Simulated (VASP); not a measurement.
Set up this calculation in VASP 6.6.1, as the native input.

| Item | Value |
| --- | --- |
| Task | single point |
| Functional | PBEsol |
| Potentials or basis | VASP PAW PBE potentials, release 64 (Mn_sv) |
| Cutoff | 680 eV |
| k mesh | 6 × 6 × 6 |
| Occupations | gaussian, width 0.1 eV |
| Spin | no spin polarisation |
| Dipole correction | no |
| Further INCAR settings | ALGO = Normal; EDIFF = 1e-06; NBANDS = 38 |

The structure of Mn lies in POSCAR:

```
Mn
1.0
    2.0978833860     -4.0684783189      0.0000000000
    2.0978833860      4.0684783189      0.0000000000
    0.0000000000      0.0000000000      2.5557016306
Mn
4
Direct
    0.6170612858      0.3829387142      0.5004719817
    0.1170612858      0.8829387142      0.9995280183
    0.3829387142      0.6170612858      0.4995280183
    0.8829387142      0.1170612858      0.0004719817
```

These files were run (other wordings do the same):

INCAR

```
SYSTEM = Mn
PREC = Accurate
ENCUT = 680
EDIFF = 1E-6
ISMEAR = 0
SIGMA = 0.1
LREAL = .FALSE.
LASPH = .TRUE.
NELM = 120
ALGO = Normal
ISIF = 2
LWAVE = .FALSE.
LCHARG = .FALSE.
GGA = PS
NBANDS = 38
GGA_COMPAT = .FALSE.
```

KPOINTS

```
Automatic mesh
0
G
  6 6 6
  0 0 0
```

Potentials or basis: VASP PAW PBE potentials, release 64 (Mn_sv).

Launch:

```console
$ cat potpaw_PBE.64/Mn_sv/POTCAR > POTCAR
$ mpirun -np 1 vasp_std > vasp.out
```

Results of the run:

| Item | Value |
| --- | --- |
| Pressure | -0.6 GPa |
| Largest force | 0.158 eV/Å |
| Band gap on the k mesh | zero (bands 30 and 31 overlap by 1.32 eV) |

Caveat: the k points lie up to 0.41 Å⁻¹ apart, too coarse for converged energies and pressures of a metal; atoms lie so close that the PAW spheres overlap strongly, which falsifies energies and pressures; the PAW data sets were made with another functional, which shifts forces and pressure a little; the run has no spin polarisation, though such a crystal can be magnetic.

Run time: 3.5 min on 1 thread of Intel(R) Xeon(R) Platinum 8259CL CPU @ 2.50GHz (Skylake/Cascade Lake) (shared host), peak memory 0.23 GiB.
